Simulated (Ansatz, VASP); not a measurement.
**LiBe16: VASP beside Ansatz**

```
Be Li
1.0
    -2.29000   -3.96640    0.00000
     3.43500   -1.98320    0.00000
     0.00000    0.00000    7.17686
Be Li
16 1
Cartesian
  -0.0299 -3.9098 -0.0837
  -0.3184 -2.8542 1.7443
  -0.0374 -3.9103 3.5717
  -0.1455 -2.6178 5.3318
  -1.2296 -1.9845 -0.0806
  3.3759 -2.9569 1.7454
  -1.2338 -1.9827 3.5677
  2.0991 -2.6217 5.3329
  0.9016 -1.8696 -0.0759
  1.7530 -0.8942 1.7443
  0.8987 -1.8722 3.5646
  0.9959 -0.6109 5.3335
  -0.2555 0.0726 -0.0716
  1.2628 -4.8660 1.7449
  -0.2575 0.0725 3.5607
  1.0229 -4.6115 5.3319
  1.5438 -2.8849 1.7422
```

Alike in both runs: functional PBE; k mesh 5 × 5 × 3; occupations gaussian, width 0.1 eV; no spin polarisation.

Ansatz relaxed the structure, and its values are those at the end. VASP's run is a single point on that final structure, the one shown.

|  | VASP | Ansatz |
| --- | --- | --- |
| version | VASP 6.6.1 | Ansatz 0.2.0 |
| potentials or method | VASP PAW PBE potentials, release 64 (Be, Li_sv), cutoff 520 eV | scalar-relativistic, plane waves, PAW |
| valence electrons in the cell | 35 | 35 |

```csv
,VASP,Ansatz,Ansatz less VASP
rms of the force components (eV/Å),0.007,0.006,-0.0011
```

Noted on VASP's run: the cutoff is short for stress, so the pressure is rough.
